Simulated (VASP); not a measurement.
Crystal: Hf2NbO2.

```
Hf Nb O
1.0
     3.88379   -2.77102    0.00000
     3.88379    2.77102    0.00000
    -1.81934    0.00000    3.43460
Hf Nb O
2 1 2
Direct
  0.71324 0.28676 0.50000
  0.28676 0.71324 0.50000
  0.00000 0.00000 0.00000
  0.00000 0.50000 0.50000
  0.50000 0.00000 0.50000
```

* Program: VASP 6.6.1
* Task: relaxation of cell and atoms
* Functional: PBE
* Potentials or basis: VASP PAW PBE potentials, release 64 (Hf_pv, Nb_sv, O)
* Cutoff: 600 eV
* k mesh: 4 × 4 × 5
* Occupations: gaussian, width 0.2 eV
* Spin: no spin polarisation

At the start: pressure 35.6 GPa; volume 14.79 Å³/atom.

How do energy, volume and symmetry change on relaxing?

Over 16 steps the energy falls by 1408.5 meV/atom and the volume is 16.09 Å³/atom (+8.8 %); space group C2/m (No. 12, to 0.05 Å).

Step by step:
```
step  energy change (eV)  largest force (eV/Å)  pressure (GPa)  volume (Å³)
   1              0.0000                2.2852           35.61        73.93
   2             -1.3507                1.0929          -21.93       113.43
   3             -2.7496                1.3622           -7.99        94.21
   4             -4.7520                0.2217           -2.48        93.38
   5             -4.9601                0.4612            1.13        92.46
   6             -6.0487                0.2327           -9.19        92.81
   7             -6.1302                0.1845          -11.35        92.64
   8             -6.7195                0.1487           -5.02        85.11
   9             -6.8333                0.1016           -0.21        81.23
  10             -6.8358                0.0908            0.84        80.49
  11             -6.9531                0.1560           -0.64        80.57
  12             -7.0042                0.2088           -2.10        80.59
  13             -7.0312                0.1710            2.55        79.08
  14             -7.0342                0.1812            1.40        79.44
  15             -7.0419                0.1054            0.31        80.15
  16             -7.0425                0.0733           -0.16        80.45
```

Final structure:
```xyz
5
Lattice="3.9835 -3.0998 -1.2578 3.9835 3.0998 -1.2578 -2.9807 0.0000 4.1988" Properties=species:S:1:pos:R:3 pbc="T T T"
Hf    2.4932   -1.5512    0.8416
Hf    2.4932    1.5512    0.8416
Nb    7.9671    0.0000   -2.5156
O     4.4850   -1.5499    0.2127
O     4.4850    1.5499    0.2127
```

Caveat: the k points lie up to 0.40 Å⁻¹ apart in the final cell; an odd number of electrons without spin polarisation forces a metal; a magnetic or distorted state may lie lower; the relaxation stopped at a loose force limit of 0.08 eV/Å, so its end isn't a converged minimum.
